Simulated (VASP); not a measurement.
A run of VASP 6.6.1:

Contents of INCAR:

```
SYSTEM = Al4RePb2
ALGO = Fast
EDIFF = 1E-6
ENCUT = 520
GGA = PE
ISIF = 2
ISMEAR = 0
LASPH = .True.
LCHARG = .False.
LREAL = .False.
LWAVE = .False.
NBANDS = 32
NELM = 100
PREC = Accurate
SIGMA = 0.1
```

File KPOINTS:

```
k-points
0
Gamma
  4 4 6
  0 0 0
```

POSCAR

```
Al4RePb2
1.0
    6.4528850795      0.0000000000      0.0000000000
    0.0000000000      6.4528850795      0.0000000000
    0.0000000000      0.0000000000      3.7529331634
Al Re Pb
4 1 2
Direct
    0.2332300000      0.2332300000      0.0000000000
    0.7667700000      0.2332300000      0.0000000000
    0.7667700000      0.7667700000      0.0000000000
    0.2332300000      0.7667700000      0.0000000000
    0.0000000000      0.0000000000      0.0000000000
    0.5000000000      0.0000000000      0.5000000000
    0.0000000000      0.5000000000      0.5000000000
```

Potentials or basis: VASP PAW PBE potentials, release 64 (Al, Re, Pb_d).

Launch:

```bash
$ cat potpaw_PBE.64/Al/POTCAR potpaw_PBE.64/Re/POTCAR potpaw_PBE.64/Pb_d/POTCAR > POTCAR
$ mpirun -np 1 vasp_std > vasp.out
```

Hardware: 1 thread of Oxide Virtual Turin-like Processor, with other jobs on the host.

**Question.** How long does it take, and how much memory?

**Answer.** It took 4.3 min on 1 thread of Oxide Virtual Turin-like Processor (shared host), peak memory 0.27 GiB. Counts: scf iterations 24, k points 24.
